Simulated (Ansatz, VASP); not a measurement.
# One calculation of Al3GaN4, two programs

File INCAR:

```
PREC     = Accurate       # precision mode
ENCUT    = 520            # plane-wave cutoff, eV
EDIFF    = 1E-7           # SCF threshold, eV
ISMEAR   = 0              # smearing method
SIGMA    = 0.05           # smearing width, eV
LREAL    = F              # projectors in reciprocal space
LASPH    = T              # aspherical terms in the spheres
NELM     = 60             # most SCF steps
ALGO     = Normal         # electronic algorithm
ISIF     = 2              # what is computed and relaxed
LWAVE    = F              # write WAVECAR
LCHARG   = F              # write CHGCAR
GGA      = PS             # functional
NBANDS   = 31             # bands
```

KPOINTS

```
regular mesh
0
Gamma
  6 6 6
```

File POSCAR:

```
Al3GaN4
1.0
    4.2307150468      0.0000000000      0.0000000000
    0.0000000000      4.2307150468      0.0000000000
    0.0000000000      0.0000000000      4.5832746340
Al Ga N
3 1 4
Direct
    0.5000000000      0.5000000000      0.0000000000
    0.5000000000      0.0000000000      0.5000000000
    0.0000000000      0.5000000000      0.5000000000
    0.0000000000      0.0000000000      0.0000000000
    0.7447077174      0.7447077174      0.2552922826
    0.7447077174      0.2552922826      0.7447077174
    0.2552922826      0.7447077174      0.7447077174
    0.2552922826      0.2552922826      0.2552922826
```

Input for Ansatz:

```yaml
crystal:
  lattice:
    - [4.2307150468, 0.0, 0.0]
    - [0.0, 4.2307150468, 0.0]
    - [0.0, 0.0, 4.583274634]
  atoms:
    - { symbol: Al, position: [0.5, 0.5, 0.0] }
    - { symbol: Al, position: [0.5, 0.0, 0.5] }
    - { symbol: Al, position: [0.0, 0.5, 0.5] }
    - { symbol: Ga, position: [0.0, 0.0, 0.0] }
    - { symbol: "N", position: [0.7447077174, 0.7447077174, 0.2552922826] }
    - { symbol: "N", position: [0.7447077174, 0.2552922826, 0.7447077174] }
    - { symbol: "N", position: [0.2552922826, 0.7447077174, 0.7447077174] }
    - { symbol: "N", position: [0.2552922826, 0.2552922826, 0.2552922826] }
basis:
  ecutwfc: 420
kpoints:
  mp_grid: { grid: [6, 6, 6] }
hamiltonian:
  xc: pbesol
scf:
  occupations: { method: gaussian, width: 0.05 }
output:
  forces: true
  stress: true
  eigenvalues: true
```

Change from the starting cell: strain -0.040 along x and y, +0.040 along z, atoms carried along.

Alike in both runs: task single point; functional PBEsol; k mesh 6 × 6 × 6; occupations gaussian, width 0.05 eV; no spin polarisation.

|  | VASP | Ansatz |
| --- | --- | --- |
| version | VASP 6.6.1 | Ansatz 0.2.0 |
| potentials or method | VASP PAW PBE potentials, release 64 (Al, Ga_d, N), cutoff 520 eV | scalar-relativistic, plane waves, PAW |
| valence electrons in the cell | 42 | 42 |

```tsv
	VASP	Ansatz	Ansatz less VASP
gap on the k mesh at the Fermi level (eV)	3.05	3.06	+0.006
least direct gap on the mesh (eV)	3.09	3.10	+0.005
pressure (GPa)	8.6	8.6	+0.03
traceless stress, the component that is largest in VASP (GPa)	-8.51	-8.48	+0.029
rms of the force components (eV/Å)	0.037	0.036	-0.0006
```

VASP's potentials were made for PBE, not for PBEsol. Atom by atom the forces differ by 0.005 eV/Å (rms over components).
